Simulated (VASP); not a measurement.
# MgCd3Te2 (R-3m) in VASP: single point with PBE

Aim: the single point of MgCd3Te2 with PBE.

All numbers are computed with VASP 6.6.1; they aren't measurements. Logs are shortened: lines on timing, memory, paths and dates and some standing lists are left out, and cuts for length are marked.

### Step 1. The cell of the first run

The structure is trigonal, space group R-3m (No. 166). The conventional cell has a = 5.436 Å, b = 5.436 Å, c = 19.932 Å, α = 90.00°, β = 90.00°, γ = 120.00°. Mg (site symmetry -3m) has 6 Te at 3.33 Å and 6 Cd at 3.67 Å within 4.4 Å. Cd (site symmetry 2/m) has 4 Cd at 2.72 Å and 4 Te at 3.50 Å and 2 Mg at 3.67 Å within 3.7 Å. Within 4.5 Å of Te (site symmetry 3m) lie 3 Mg at 3.33 Å and 6 Cd at 3.50 Å and 4 Te at 3.85 to 4.42 Å.

The cell was generated, and may not be a known phase.

### Step 2. Single point, PBE

Contents of INCAR:

```
  ALGO = Fast
  EDIFF = 1E-7
  ENCUT = 520
  GGA = PE
  ISIF = 2
  ISMEAR = 0
  LASPH = T
  LCHARG = F
  LREAL = F
  LWAVE = F
  NBANDS = 34
  NELM = 80
  PREC = Accurate
  SIGMA = 0.1
```

Contents of KPOINTS:

```
k-points
0
Gamma
  12 12 12
```

Contents of POSCAR:

```
MgCd3Te2
1.0
    2.7181562739      1.5693282590      6.6441148172
   -2.7181562739      1.5693282590      6.6441148172
    0.0000000000     -3.1386565103      6.6441148190
Mg Cd Te
1 3 2
Direct
    0.0000000000      0.0000000000      0.0000000000
    0.0000000000      0.5000000000      0.0000000000
    0.5000000000      0.0000000000      0.0000000000
    0.0000000000      0.0000000000      0.5000000000
    0.6108355640      0.6108355640      0.6108355640
    0.3891644360      0.3891644360      0.3891644360
```

Potentials or basis: VASP PAW PBE potentials, release 64 (Mg, Cd, Te).

Command:

```console
$ cat potpaw_PBE.64/Mg/POTCAR potpaw_PBE.64/Cd/POTCAR potpaw_PBE.64/Te/POTCAR > POTCAR
$ mpirun -np 1 vasp_std > vasp.out
```

OUTCAR:

```text
EDIFF = 1E-7
   ENCUT = 520
   GGA = PE
   ISIF = 2
   ISMEAR = 0
   LASPH = T
   LREAL = F
   NELM = 80
   PREC = Accurate

 ion  position               nearest neighbor table
   1  0.000  0.000  0.000-   5 3.33   5 3.33   6 3.33   6 3.33   5 3.33   6 3.33   4 3.67   4 3.67
                             2 3.67   3 3.67   3 3.67   2 3.67
   2  0.000  0.500  0.000-   4 2.72   4 2.72   3 2.72   3 2.72   6 3.50   5 3.50   5 3.50   6 3.50
                             1 3.67   1 3.67
   3  0.500  0.000  0.000-   4 2.72   4 2.72   2 2.72   2 2.72   6 3.50   5 3.50   5 3.50   6 3.50
                             1 3.67   1 3.67
   4  0.000  0.000  0.500-   2 2.72   3 2.72   2 2.72   3 2.72   5 3.50   6 3.50   5 3.50   6 3.50
                             1 3.67   1 3.67
   5  0.611  0.611  0.611-   1 3.33   1 3.33   1 3.33   2 3.50   3 3.50   4 3.50   4 3.50   2 3.50
                             3 3.50
   6  0.389  0.389  0.389-   1 3.33   1 3.33   1 3.33   2 3.50   3 3.50   4 3.50   4 3.50   2 3.50
                             3 3.50

  LATTYP: Found a trigonal (rhomboedric) cell.
 ALAT       =     7.3481580289
 COS(alpha) =     0.7263333575

  Lattice vectors:

 A1 = (   2.7181562739,   1.5693282590,   6.6441148172)
 A2 = (  -2.7181562739,   1.5693282590,   6.6441148172)
 A3 = (   0.0000000000,  -3.1386565103,   6.6441148190)

Analysis of symmetry for initial positions (statically):
=====================================================================
 Subroutine PRICEL returns:
 Original cell was already a primitive cell.

 Routine SETGRP: Setting up the symmetry group for a
 trigonal (rhombohedral) supercell.

 Subroutine GETGRP returns: Found 12 space group operations
 (whereof 12 operations were pure point group operations)
 out of a pool of 12 trial point group operations.

The static configuration has the point symmetry D_3d.

Analysis of symmetry for dynamics (positions and initial velocities):
=====================================================================
 Subroutine PRICEL returns:
 Original cell was already a primitive cell.

 Routine SETGRP: Setting up the symmetry group for a
 trigonal (rhombohedral) supercell.

 Subroutine GETGRP returns: Found 12 space group operations
 (whereof 12 operations were pure point group operations)
 out of a pool of 12 trial point group operations.

The dynamic configuration has the point symmetry D_3d.

 Subroutine INISYM returns: Found 12 space group operations
[... 106 lines left out ...]
   LREAL  =      F    real-space projection
   EDIFFG = 0.1E-05   stopping-criterion for IOM
   NSW    =      0    number of steps for IOM
   IBRION =     -1    ionic relax: 0-MD 1-quasi-New 2-CG
   NFREE  =      0    steps in history (QN), initial steepest desc. (CG)
   ISIF   =      2    stress and relaxation
   ISYM   =      2    0-nonsym 1-usesym 2-fastsym
   POTIM  = 0.5000    time-step for ionic-motion
   TEBEG  =    0.0;   TEEND  =   0.0 temperature during run
   PSTRESS=    0.0 pullay stress
   NELECT =      50.0000    total number of electrons
   NUPDOWN=      -1.0000    fix difference up-down
   EMIN   =  10.00;   EMAX   =-10.00  energy-range for DOS
   EFERMI =   0.00;   METHOD = LEGACY
   ISMEAR =     0;   SIGMA  =   0.10  broadening in eV -4-tet -1-fermi 0-gaus
   EFERMI_NEDOS =   21; number of points for ismear=-14 and -15
   IALGO  =     68    algorithm
   IMIX   =      4    mixing-type and parameters
     AMIX     =   0.40;   BMIX     =  1.00
     AMIX_MAG =   1.60;   BMIX_MAG =  1.00
  volume/ion in A,a.u.               =      28.34       191.26
  Fermi-wavevector in a.u.,A,eV,Ry     =   1.088611  2.057176 16.123903  1.185073
  Thomas-Fermi vector in A             =   2.224796
   LORBIT       =      0    0 simple, 1 ext, 2 COOP (PROOUT), +10 PAW based schemes
   GGA     = PE    functional components
   LHFCALC =     F    Hartree Fock is set to
   AEXX    =    0.0000 exact exchange contribution
   IVDW    =     0    specifies the selected vdW correction
   LEPSILON=     F    determine dielectric tensor
   LRPA    =     F    only Hartree local field effects (RPA)
 non-spin polarized calculation
 RMM-DIIS sequential band-by-band and
 Gauss-broadening in eV      SIGMA  =   0.10
  energy-cutoff  :      520.00
  volume of cell :      170.05
 maximum number of plane-waves:      4608
   NGX = 27   NGY = 27   NGZ = 27

 number of electron      50.0000008 magnetization

 Free energy of the ion-electron system (eV)
  ---------------------------------------------------
  ext. energy  EPLUGINS =         0.00000000
  ---------------------------------------------------
  free energy    TOTEN  =       -10.42606790 eV

  energy without entropy =      -10.42019010  energy(sigma->0) =      -10.42312900

 E-fermi :   3.4733     XC(G=0):  -9.3779

 val. band max:        3.4647760879   @ k =  -0.4167   0.5000   0.0833
 cond. band min:       3.4850612024   @ k =  -0.4167   0.5000   0.4167
 fundamental gap:      0.0202851144
 Fermi energy:         3.4733129573

 k-point     1 :       0.0000    0.0000    0.0000
  band No.  band energies     occupation
      1      -7.8508      2.00000
      2      -7.2033      2.00000
      3      -6.6408      2.00000
      4      -6.6238      2.00000
      5      -6.6238      2.00000
      6      -6.3088      2.00000
[... 877 lines left out ...]
     33       8.8910      0.00000
     34       9.1693      0.00000

 [... further k-points ...]

------------------------ aborting loop because EDIFF is reached ----------------------------------------

  FORCE on cell =-STRESS in cart. coord.  units (eV):
  Direction    XX          YY          ZZ          XY          YZ          ZX
  --------------------------------------------------------------------------------------
  -------------------------------------------------------------------------------------
  Total        0.2771761      0.2771761      0.0076728      0.0000000     -0.0000000     -0.0000000
  in kB        2.6114983      2.6114983      0.0722913      0.0000000     -0.0000000     -0.0000000
  external PRESSURE =       1.7650960 kB  Pullay stress =       0.0000000 kB

 VOLUME and BASIS-vectors are now :
 -----------------------------------------------------------------------------
  energy-cutoff  :      520.00
  volume of cell :      170.05
      direct lattice vectors                 reciprocal lattice vectors
     2.718156274  1.569328259  6.644114817     0.183948217  0.106202553  0.050169713
    -2.718156274  1.569328259  6.644114817    -0.183948217  0.106202553  0.050169713
     0.000000000 -3.138656510  6.644114819     0.000000000 -0.212405105  0.050169713

 POSITION                                       TOTAL-FORCE (eV/Angst)
 -----------------------------------------------------------------------------------
      0.00000      0.00000      0.00000         0.000000     -0.000000      0.000000
     -1.35908      0.78466      3.32206        -0.000000     -0.000000      0.000000
      1.35908      0.78466      3.32206         0.000000     -0.000000     -0.000000
      0.00000     -1.56933      3.32206         0.000000     -0.000000     -0.000000
      0.00000      0.00000     12.17538         0.000000      0.000000      0.007075
      0.00000      0.00000      7.75696         0.000000     -0.000000     -0.007075
 -----------------------------------------------------------------------------------
    total drift:                                0.000000     -0.000000      0.000000

  FREE ENERGIE OF THE ION-ELECTRON SYSTEM (eV)
  ---------------------------------------------------
  free  energy   TOTEN  =       -10.4260679040 eV

  energy  without entropy=      -10.4201901049  energy(sigma->0) =      -10.42312900
```

stdout:

```text
POSCAR found type information on POSCAR MgCdTe
 POSCAR found :  3 types and       6 ions
 scaLAPACK will be used
 LDA part: xc-table for (Slater+PW92), standard interpolation
 POSCAR, INCAR and KPOINTS ok, starting setup
 FFT: planning ... GRIDC
 FFT: planning ... GRID_SOFT
 FFT: planning ... GRID
 WAVECAR not read
 entering main loop
```

Run time: 19 min. Hardware: 1 thread of Intel Xeon 6975P-C (Granite Rapids), shared host; peak memory 1.2 GiB.

What came out:

| Item | Value |
| --- | --- |
| Free energy | -10.4261 eV |
| Pressure | 0.2 GPa |
| Largest force | 0.007 eV/Å |
| Band gap on the k mesh | zero (bands 25 and 26 overlap by 0.40 eV) |

Forces in eV/Å, atoms in the order of the input:
```
Mg   0.000  0.000  0.000
Cd   0.000  0.000  0.000
Cd   0.000  0.000  0.000
Cd   0.000  0.000  0.000
Te   0.000  0.000  0.007
Te   0.000  0.000 -0.007
```

Caveat: semilocal functionals underestimate gaps, and a narrow one can read as zero; spin-orbit coupling is left out, which moves the levels of the heavy elements.

The gap in the log of VASP goes by the Fermi energy; the results here count the filled bands.